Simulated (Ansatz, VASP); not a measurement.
## SnO2 in VASP and in Ansatz

POSCAR

```
SnO2
1.0
   -1.9588173288      1.9588173288      4.9971137149
    1.9588173288     -1.9588173288      4.9971137149
    1.9588173288      1.9588173288     -4.9971137149
Sn O
2 4
Direct
    0.7500000000      0.2500000000      0.5000000000
    0.0000000000      0.0000000000      0.0000000000
    0.7963395990      0.7963395990      0.0000000000
    0.9536604010      0.4536604010      0.5000000000
    0.2036604010      0.2036604010      0.0000000000
    0.5463395990      0.0463395990      0.5000000000
```

INCAR.step1

```
SYSTEM = SnO2
PREC = Accurate
ENCUT = 520
ISMEAR = 0
SIGMA = 0.01
LREAL = .FALSE.
LASPH = .TRUE.
NELM = 100
NBANDS = 35
GGA = PE
ALGO = Normal
EDIFF = 1E-4
LWAVE = .TRUE.
LCHARG = .FALSE.
```

Contents of INCAR.step2:

```
SYSTEM = SnO2
PREC = Accurate
ENCUT = 520
EDIFF = 1E-6
ISMEAR = 0
SIGMA = 0.01
LREAL = .FALSE.
LASPH = .TRUE.
NELM = 100
ALGO = Normal
ISIF = 2
LWAVE = .FALSE.
LCHARG = .TRUE.
METAGGA = R2SCAN
LMIXTAU = .TRUE.
LELF = .TRUE.
LVHAR = .TRUE.
NBANDS = 35
ISTART = 1
```

KPOINTS

```
Automatic mesh
0
G
  8 8 8
  0 0 0
```

Input for Ansatz:

```yaml
crystal:
  lattice:
    - [-1.9588173288, 1.9588173288, 4.9971137149]
    - [1.9588173288, -1.9588173288, 4.9971137149]
    - [1.9588173288, 1.9588173288, -4.9971137149]
  atoms:
    - { symbol: Sn, position: [0.75, 0.25, 0.5] }
    - { symbol: Sn, position: [0.0, 0.0, 0.0] }
    - { symbol: O, position: [0.796339599, 0.796339599, 0.0] }
    - { symbol: O, position: [0.953660401, 0.453660401, 0.5] }
    - { symbol: O, position: [0.203660401, 0.203660401, 0.0] }
    - { symbol: O, position: [0.546339599, 0.046339599, 0.5] }
kpoints:
  mp_grid: { grid: [8, 8, 8] }
hamiltonian:
  xc: r2scan
scf:
  occupations: { method: fixed }
  n_extra_bands: 5
output:
  forces: true
  stress: true
  eigenvalues: true
```

Alike in both runs: task single point; functional r2SCAN; k mesh 8 × 8 × 8; no spin polarisation.

|  | VASP | Ansatz |
| --- | --- | --- |
| version | VASP 6.6.1 | Ansatz 0.2.0 |
| potentials or method | VASP PAW PBE potentials, release 64 (Sn_d, O) | plane waves, PAW |
| plane-wave cutoff (eV) | 520 | 500 |
| occupations | gaussian, width 0.01 eV | fixed |
| valence electrons in the cell | 52 | 52 |

```csv
,VASP,Ansatz,Ansatz less VASP
gap on the k mesh at the Fermi level (eV),3.06,3.03,-0.033
pressure (GPa),14.8,13.5,-1.32
"traceless stress, the component that is largest in VASP (GPa)",1.99,1.66,-0.333
rms of the force components (eV/Å),0.235,0.209,-0.0262
```

VASP's potentials were made for PBE, not for r2SCAN. Atom by atom the forces differ by 0.026 eV/Å (rms over components).
